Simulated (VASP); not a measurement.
**Tc: single point with LDA**

Tc:

```xyz
1
Lattice="2.6960 0.0000 0.0000 1.3480 2.3348 0.0000 1.3480 0.7783 2.2013" Properties=species:S:1:pos:R:3 pbc="T T T"
Tc    0.0000    0.0000    0.0000
```

* Program: VASP 6.6.1
* Task: single point
* Functional: LDA
* Potentials or basis: VASP PAW LDA potentials, release 64 (Tc_pv)
* Cutoff: 520 eV
* k mesh: 10 × 10 × 10
* Occupations: methfessel-paxton, width 0.05 eV
* Spin: no spin polarisation
* Dipole correction: no
* Further INCAR settings: ALGO = Normal; EDIFF = 1e-07; NBANDS = 12

```
Pressure : 0.1 GPa
```

Levels at points of the mesh, in eV from the Fermi level:
```
           k point  band 5  band 6  band 7  band 8  band 9  band 10
(0.00, 0.00, 0.00)   -1.86   -1.86   -1.86    0.90    0.90    14.06
(0.50, 0.00, 0.00)   -2.05   -2.05    1.43    3.09    3.09    11.36
(0.50, 0.50, 0.00)   -5.57    3.01    3.71    3.71    4.13    13.35
```

It took 2.7 s on 1 thread of Intel(R) Xeon(R) 6975P-C (Granite Rapids) (shared host), peak memory 0.12 GiB.
